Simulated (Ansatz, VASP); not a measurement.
# TiNb3B: VASP beside Ansatz

Contents of INCAR:

```
  PREC = Accurate
  ENCUT = 600
  EDIFF = 1E-6
  ISMEAR = 0
  SIGMA = 0.1
  LREAL = False
  LASPH = True
  NELM = 60
  ALGO = Fast
  ISIF = 3
  LWAVE = False
  LCHARG = False
  GGA = PE
  IBRION = 2
  NSW = 100
  EDIFFG = -0.01
```

File KPOINTS:

```
regular mesh
0
Gamma
  8 8 8
```

POSCAR

```
TiNb3B
1.0
    4.3940337362      0.0000000000      0.0000000000
    0.0000000000      4.3940337362      0.0000000000
    0.0000000000      0.0000000000      4.3940337362
Ti Nb B
1 3 1
Direct
    0.0000000000      0.0000000000      0.0000000000
    0.0000000000      0.5000000000      0.5000000000
    0.5000000000      0.0000000000      0.5000000000
    0.5000000000      0.5000000000      0.0000000000
    0.5000000000      0.5000000000      0.5000000000
```

Input for Ansatz:

```yaml
crystal:
  lattice:
    - [4.3940337362, 0.0, 0.0]
    - [0.0, 4.3940337362, 0.0]
    - [0.0, 0.0, 4.3940337362]
  atoms:
    - { symbol: Ti, position: [0.0, 0.0, 0.0] }
    - { symbol: Nb, position: [0.0, 0.5, 0.5] }
    - { symbol: Nb, position: [0.5, 0.0, 0.5] }
    - { symbol: Nb, position: [0.5, 0.5, 0.0] }
    - { symbol: B, position: [0.5, 0.5, 0.5] }
basis:
  ecutwfc: 420
kpoints:
  mp_grid: { grid: [8, 8, 8] }
hamiltonian:
  xc: pbe
scf:
  occupations: { method: gaussian, width: 0.1 }
output:
  forces: true
  stress: true
  eigenvalues: true
  write_density: true
  write_potential: true
  elf: true
  volumetric_format: npy
relax:
  adjacent_minimum: "off"
  f_tol: 0.01
  max_steps: 80
  cell: { stress_tol: 0.05 }
```

Alike in both runs: task relaxation of cell and atoms; functional PBE; k mesh 8 × 8 × 8; occupations gaussian, width 0.1 eV; no spin polarisation.

|  | VASP | Ansatz |
| --- | --- | --- |
| version | VASP 6.6.1 | Ansatz 0.2.0 |
| potentials or method | VASP PAW PBE potentials, release 64 (Ti_sv, Nb_sv, B), cutoff 600 eV | scalar-relativistic, plane waves, PAW |
| valence electrons in the cell | 54 | 54 |

Ansatz gave:

* gap on the k mesh at the Fermi level, each at its own relaxed structure (eV): none
* relaxed volume (Å³/atom): 16.97
* relaxed cell length with the largest relative difference (Å): 4.394

Question: Estimate VASP's values.

Answer: gap on the k mesh at the Fermi level, each at its own relaxed structure (eV): none; relaxed volume (Å³/atom): 16.94; relaxed cell length with the largest relative difference (Å): 4.392.

A gap of «none» marks a metal or a gap that the smearing closes.
